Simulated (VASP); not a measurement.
Input of a VASP 6.6.1 run:

File POSCAR:

```
Zn
1.0
    2.6647980532      0.0000000000      0.0000000000
   -1.3323990266      2.3077828100      0.0000000000
    0.0000000000      0.0000000000      4.9467000000
Zn
2
Direct
    0.3333333333      0.6666666667      0.2500000000
    0.6666666667      0.3333333333      0.7500000000
```

Contents of INCAR.step1:

```
PREC = Accurate
ENCUT = 550
ISMEAR = 0
SIGMA = 0.1
LREAL = False
LASPH = True
NELM = 120
NBANDS = 19
GGA = PE
ALGO = Normal
EDIFF = 1E-5
LWAVE = True
LCHARG = False
GGA_COMPAT = False
```

INCAR.step2

```
PREC = Accurate
ENCUT = 550
EDIFF = 1E-6
ISMEAR = 0
SIGMA = 0.1
LREAL = False
LASPH = True
NELM = 120
ALGO = Normal
ISIF = 2
LWAVE = False
LCHARG = True
METAGGA = R2SCAN
LMIXTAU = True
LELF = True
LVHAR = True
NBANDS = 19
ISTART = 1
GGA_COMPAT = False
```

KPOINTS

```
regular mesh
0
Gamma
  9 9 4
```

Potentials or basis: VASP PAW PBE potentials, release 64 (Zn).

Run with:

```console
$ cat potpaw_PBE.64/Zn/POTCAR > POTCAR
$ cp INCAR.step1 INCAR
$ mpirun -np 1 vasp_std > vasp.out
$ cp INCAR.step2 INCAR
$ mpirun -np 1 vasp_std > vasp.out
```

Task: Estimate the pressure.

Result: -4.5 GPa.

Task: Estimate the band gap on the k mesh.

Result: Zero (bands 12 and 13 overlap by 4.06 eV).

Stress tensor (GPa, compression positive):
```
-4.60  0.00  0.00
 0.00 -4.60  0.00
 0.00  0.00 -4.18
```

Caveat: the cell stands under tension; the PAW data sets were made with another functional, which shifts forces and pressure a little.
